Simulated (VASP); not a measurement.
# TiCo (Pm-3m) in VASP: a series of runs

The runs below take TiCo through electric field gradients, with RPBE, PBEsol.

Program: VASP 6.6.1. These are calculated values, not measurements. Logs are shortened: lines on timing, memory, paths and dates and some standing lists are left out, and cuts for length are marked.

## 1. The cell of the first run

It takes space group Pm-3m (No. 221, cubic). Conventional cell: a = 2.926 Å, b = 2.926 Å, c = 2.926 Å, α = 90.00°, β = 90.00°, γ = 90.00°. Within 3.3 Å of Ti (site symmetry m-3m) lie 8 Co at 2.53 Å and 6 Ti at 2.93 Å. Within 3.3 Å of Co (site symmetry m-3m) lie 8 Ti at 2.53 Å and 6 Co at 2.93 Å.

## 2. Electric field gradients, RPBE, collinear spin, ferrimagnetic start

The input, INCAR:

```
SYSTEM = TiCo
PREC = Accurate
ENCUT = 520
EDIFF = 1E-8
ISMEAR = -1
SIGMA = 0.001
LREAL = .False.
LASPH = .True.
NELM = 150
ALGO = Normal
ISIF = 2
LWAVE = .False.
LCHARG = .False.
ISPIN = 2
MAGMOM = -1 2
LORBIT = 11
LMAXMIX = 4
GGA = RP
LEFG = .True.
NBANDS = 22
```

The input, KPOINTS:

```
Automatic mesh
0
Gamma
  11 11 11
  0 0 0
```

The input, POSCAR:

```
TiCo
1.0
    2.9256713971      0.0000000000      0.0000000000
    0.0000000000      2.9256713971      0.0000000000
    0.0000000000      0.0000000000      2.9256713971
Ti Co
1 1
Direct
    0.0000000000      0.0000000000      0.0000000000
    0.5000000000      0.5000000000      0.5000000000
```

Potentials or basis: VASP PAW PBE potentials, release 64 (Ti_sv, Co).

Launch:

```sh
$ cat potpaw_PBE.64/Ti_sv/POTCAR potpaw_PBE.64/Co/POTCAR > POTCAR
$ mpirun -np 1 vasp_std > vasp.out
```

OUTCAR:

```text
SYSTEM = TiCo
   PREC = Accurate
   ENCUT = 520
   EDIFF = 1E-8
   ISMEAR = -1
   LREAL = .False.
   LASPH = .True.
   NELM = 150
   ISIF = 2
   ISPIN = 2
   LORBIT = 11
   GGA = RP

 ion  position               nearest neighbor table
   1  0.000  0.000  0.000-   2 2.53   2 2.53   2 2.53   2 2.53   2 2.53   2 2.53   2 2.53   2 2.53

   2  0.500  0.500  0.500-   1 2.53   1 2.53   1 2.53   1 2.53   1 2.53   1 2.53   1 2.53   1 2.53

  LATTYP: Found a simple cubic cell.
 ALAT       =     2.9256713971

  Lattice vectors:

 A1 = (   2.9256713971,   0.0000000000,   0.0000000000)
 A2 = (   0.0000000000,   2.9256713971,   0.0000000000)
 A3 = (   0.0000000000,   0.0000000000,   2.9256713971)

Analysis of symmetry for initial positions (statically):
=====================================================================
 Subroutine PRICEL returns:
 Original cell was already a primitive cell.

 Routine SETGRP: Setting up the symmetry group for a
 simple cubic supercell.

 Subroutine GETGRP returns: Found 48 space group operations
 (whereof 48 operations were pure point group operations)
 out of a pool of 48 trial point group operations.

The static configuration has the point symmetry O_h .

Analysis of symmetry for dynamics (positions and initial velocities):
=====================================================================
 Subroutine PRICEL returns:
 Original cell was already a primitive cell.

 Routine SETGRP: Setting up the symmetry group for a
 simple cubic supercell.

 Subroutine GETGRP returns: Found 48 space group operations
 (whereof 48 operations were pure point group operations)
 out of a pool of 48 trial point group operations.

The dynamic configuration has the point symmetry O_h .

Analysis of structural, dynamic, and magnetic symmetry:
=====================================================================
 Subroutine PRICEL returns:
 Original cell was already a primitive cell.

 Routine SETGRP: Setting up the symmetry group for a
 simple cubic supercell.

 Subroutine GETGRP returns: Found 48 space group operations
[... 165 lines left out ...]
      4     -22.3423      1.00000
      5       2.9148      1.00000
      6       6.3591      1.00000
[... 589 lines left out ...]
     21      29.8688      0.00000
     22      30.0075      0.00000

 [... further k-points ...]

 spin component 2

 k-point     1 :       0.0000    0.0000    0.0000
  band No.  band energies     occupation
      1     -46.3080      1.00000
      2     -22.3118      1.00000
      3     -22.3118      1.00000
      4     -22.3118      1.00000
      5       2.9154      1.00000
      6       7.0381      1.00000
[... 589 lines left out ...]
     21      29.8255      0.00000
     22      30.0013      0.00000

 [... further k-points ...]

------------------------ aborting loop because EDIFF is reached ----------------------------------------

  FORCE on cell =-STRESS in cart. coord.  units (eV):
  Direction    XX          YY          ZZ          XY          YZ          ZX
  --------------------------------------------------------------------------------------
  -------------------------------------------------------------------------------------
  Total        2.4872045      2.4872045      2.4872045     -0.0000000      0.0000000     -0.0000000
  in kB      159.1275743    159.1275743    159.1275743     -0.0000000      0.0000000     -0.0000000
  external PRESSURE =     159.1275743 kB  Pullay stress =       0.0000000 kB

 VOLUME and BASIS-vectors are now :
 -----------------------------------------------------------------------------
  energy-cutoff  :      520.00
  volume of cell :       25.04
      direct lattice vectors                 reciprocal lattice vectors
     2.925671397  0.000000000  0.000000000     0.341801886  0.000000000  0.000000000
     0.000000000  2.925671397  0.000000000     0.000000000  0.341801886  0.000000000
     0.000000000  0.000000000  2.925671397     0.000000000  0.000000000  0.341801886

 POSITION                                       TOTAL-FORCE (eV/Angst)
 -----------------------------------------------------------------------------------
      0.00000      0.00000      0.00000         0.000000      0.000000      0.000000
      1.46284      1.46284      1.46284         0.000000      0.000000      0.000000
 -----------------------------------------------------------------------------------
    total drift:                                0.000000      0.000000     -0.000000

  FREE ENERGIE OF THE ION-ELECTRON SYSTEM (eV)
  ---------------------------------------------------
  free  energy   TOTEN  =       -14.6170786667 eV

  energy  without entropy=      -14.6170688504  energy(sigma->0) =      -14.61707376

 Electric field gradients (V/A^2)
---------------------------------------------------------------------
 ion       V_xx      V_yy      V_zz      V_xy      V_xz      V_yz
---------------------------------------------------------------------
   1      -0.000    -0.000    -0.000    -0.000    -0.000     0.000
   2      -0.000    -0.000    -0.000     0.000    -0.000     0.000
---------------------------------------------------------------------

 Electric field gradients after diagonalization (V/A^2)
 (convention: |V_zz| > |V_xx| > |V_yy|)
----------------------------------------------------------------------
 ion       V_xx      V_yy      V_zz     asymmetry (V_yy - V_xx)/ V_zz
----------------------------------------------------------------------
   1      -0.000    -0.000    -0.000      -0.211
   2      -0.000    -0.000    -0.000      -0.067
----------------------------------------------------------------------

           NMR quadrupolar parameters

 Cq : quadrupolar parameter    Cq=e*Q*V_zz/h
 eta: asymmetry parameters     (V_yy - V_xx)/ V_zz
 Q  : nuclear electric quadrupole moment in mb (millibarn)
----------------------------------------------------------------------
 ion       Cq(MHz)       eta       Q (mb)
----------------------------------------------------------------------
   1      -0.000      -0.211       1.000
   2      -0.000      -0.067       1.000
----------------------------------------------------------------------

 total charge

# of ion       s       p       d       tot
------------------------------------------
    1        2.261   6.202   1.907  10.370
    2        0.554   0.505   7.335   8.394
--------------------------------------------------
tot          2.815   6.707   9.242  18.764

 magnetization (x)

# of ion       s       p       d       tot
------------------------------------------
    1       -0.001  -0.013   0.027   0.012
    2        0.029  -0.005   0.894   0.919
--------------------------------------------------
tot          0.028  -0.018   0.921   0.931
```

It took 5.8 min on 1 thread of Intel Xeon 8259CL, shared host; peak memory 0.19 GiB.

Results:

- Free energy: -14.6171 eV
- Pressure: 15.9 GPa
- Net moment: 0.89 μB per cell
- Site moments: Ti +0.01; Co +0.92 μB
- Largest electric field gradient by atom: zero within the noise of the run
- Valence electrons inside the program's atomic spheres: Ti 10.37; Co 8.39

Levels at points of the mesh, in eV from the Fermi level:
Spin up:
```csv
k point,band 7,band 8,band 9,band 10,band 11,band 12,band 13,band 14,band 15,band 16
"(0.00, 0.00, 0.00)",-4.51,-2.00,-2.00,-2.00,0.51,0.51,2.87,2.87,2.87,9.39
```
Spin down:
| k point | band 7 | band 8 | band 9 | band 10 | band 11 | band 12 | band 13 | band 14 |
| --- | --- | --- | --- | --- | --- | --- | --- | --- |
| (0.00, 0.00, 0.00) | -3.83 | -1.45 | -1.45 | -1.45 | 1.12 | 1.12 | 3.00 | 3.00 |

Caveat: the cell stands under pressure; the PAW data sets were made with another functional, which shifts forces and pressure a little.

## 3. Electric field gradients, PBEsol, collinear spin, ferrimagnetic start (13.05 Å³/atom)

This run uses another cell than the first one, of 13.05 Å³/atom.

The input, INCAR:

```
PREC = Accurate
ENCUT = 520
EDIFF = 1E-8
ISMEAR = -1
SIGMA = 0.03
LREAL = F
LASPH = T
NELM = 150
ALGO = Normal
ISIF = 2
LWAVE = F
LCHARG = F
ISPIN = 2
MAGMOM = -1 2
LORBIT = 11
LMAXMIX = 4
GGA = PS
LEFG = T
NBANDS = 22
```

The input, KPOINTS:

```
regular mesh
0
Gamma
  11 11 11
```

The input, POSCAR:

```
TiCo
1.0
    2.9660693728      0.0000000000      0.0000000000
    0.0000000000      2.9660693728      0.0000000000
    0.0000000000      0.0000000000      2.9660693728
Ti Co
1 1
Direct
    0.0000000000      0.0000000000      0.0000000000
    0.5000000000      0.5000000000      0.5000000000
```

Potentials or basis: VASP PAW PBE potentials, release 64 (Ti_sv, Co).

Launch:

```sh
$ cat potpaw_PBE.64/Ti_sv/POTCAR potpaw_PBE.64/Co/POTCAR > POTCAR
$ mpirun -np 1 vasp_std > vasp.out
```

OUTCAR:

```text
PREC = Accurate
   ENCUT = 520
   EDIFF = 1E-8
   ISMEAR = -1
   LREAL = F
   LASPH = T
   NELM = 150
   ISIF = 2
   ISPIN = 2
   LORBIT = 11
   GGA = PS

 ion  position               nearest neighbor table
   1  0.000  0.000  0.000-   2 2.57   2 2.57   2 2.57   2 2.57   2 2.57   2 2.57   2 2.57   2 2.57

   2  0.500  0.500  0.500-   1 2.57   1 2.57   1 2.57   1 2.57   1 2.57   1 2.57   1 2.57   1 2.57

  LATTYP: Found a simple cubic cell.
 ALAT       =     2.9660693728

  Lattice vectors:

 A1 = (   2.9660693728,   0.0000000000,   0.0000000000)
[... 1444 lines left out ...]
---------------------------------------------------------------------

 Electric field gradients after diagonalization (V/A^2)
 (convention: |V_zz| > |V_xx| > |V_yy|)
----------------------------------------------------------------------
 ion       V_xx      V_yy      V_zz     asymmetry (V_yy - V_xx)/ V_zz
----------------------------------------------------------------------
   1       0.000    -0.000    -0.000       1.181
   2      -0.000    -0.000     0.000       0.076
----------------------------------------------------------------------

           NMR quadrupolar parameters

 Cq : quadrupolar parameter    Cq=e*Q*V_zz/h
 eta: asymmetry parameters     (V_yy - V_xx)/ V_zz
 Q  : nuclear electric quadrupole moment in mb (millibarn)
----------------------------------------------------------------------
 ion       Cq(MHz)       eta       Q (mb)
----------------------------------------------------------------------
   1      -0.000       1.181       1.000
   2       0.000       0.076       1.000
----------------------------------------------------------------------

 total charge

# of ion       s       p       d       tot
------------------------------------------
    1        2.254   6.188   1.875  10.316
    2        0.532   0.468   7.326   8.326
--------------------------------------------------
tot          2.785   6.655   9.201  18.642

 magnetization (x)

# of ion       s       p       d       tot
------------------------------------------
    1       -0.002  -0.010   0.004  -0.007
    2        0.025  -0.002   0.748   0.771
--------------------------------------------------
tot          0.023  -0.012   0.752   0.764
```

OSZICAR:

```text
N       E                     dE             d eps       ncg     rms          rms(c)
DAV:   1     0.162249281542E+03    0.16225E+03   -0.97369E+03  5048   0.123E+03
DAV:   2    -0.891620832902E+01   -0.17117E+03   -0.16267E+03  5030   0.302E+02
DAV:   3    -0.189996493933E+02   -0.10083E+02   -0.99036E+01  6158   0.781E+01
DAV:   4    -0.192872491488E+02   -0.28760E+00   -0.28710E+00  5612   0.120E+01
[... 15 lines left out ...]
DAV:  20    -0.168879859722E+02   -0.15582E-05   -0.69758E-06  6684   0.211E-02    0.196E-03
DAV:  21    -0.168879860021E+02   -0.29930E-07   -0.17144E-07  6630   0.266E-03    0.160E-03
DAV:  22    -0.168879858842E+02    0.11792E-06   -0.37437E-07  5764   0.548E-03    0.203E-03
DAV:  23    -0.168879860105E+02   -0.12625E-06   -0.47093E-07  5876   0.635E-03    0.456E-04
DAV:  24    -0.168879860169E+02   -0.64033E-08   -0.82222E-09  3038   0.611E-04
   1 F= -.16887986E+02 E0= -.16883779E+02  d E =-.841389E-02  mag=     0.7335
```

stdout:

```text
POSCAR found type information on POSCAR TiCo
 POSCAR found :  2 types and       2 ions
 scaLAPACK will be used
 -----------------------------------------------------------------------------
|                                                                             |
|                                                                             |
|     You enforced a specific xc type in the INCAR file but a different       |
|     I HOPE YOU KNOW WHAT YOU ARE DOING!                                     |
|                                                                             |
 -----------------------------------------------------------------------------

 LDA part: xc-table for (Slater+PW92), standard interpolation
 POSCAR, INCAR and KPOINTS ok, starting setup
 FFT: planning ... GRIDC
 FFT: planning ... GRID_SOFT
 FFT: planning ... GRID
 WAVECAR not read
 entering main loop
ion   1

ion   2
```

It took 86 s on 1 thread of Intel Xeon 8259CL, shared host; peak memory 0.19 GiB.

What came out:

```yaml
Free_energy: -16.8880 eV
Pressure: -5.0 GPa
Net_moment: 0.73 μB per cell
Site_moments: Ti -0.01; Co +0.77 μB
Largest_electric_field_gradient_by_atom: zero within the noise of the run
Valence_electrons_inside_the_program's_atomic_spheres: Ti 10.32; Co 8.33
```

Caveat: the cell stands under tension; the PAW data sets were made with another functional, which shifts forces and pressure a little.

[end of part 1 of 3]
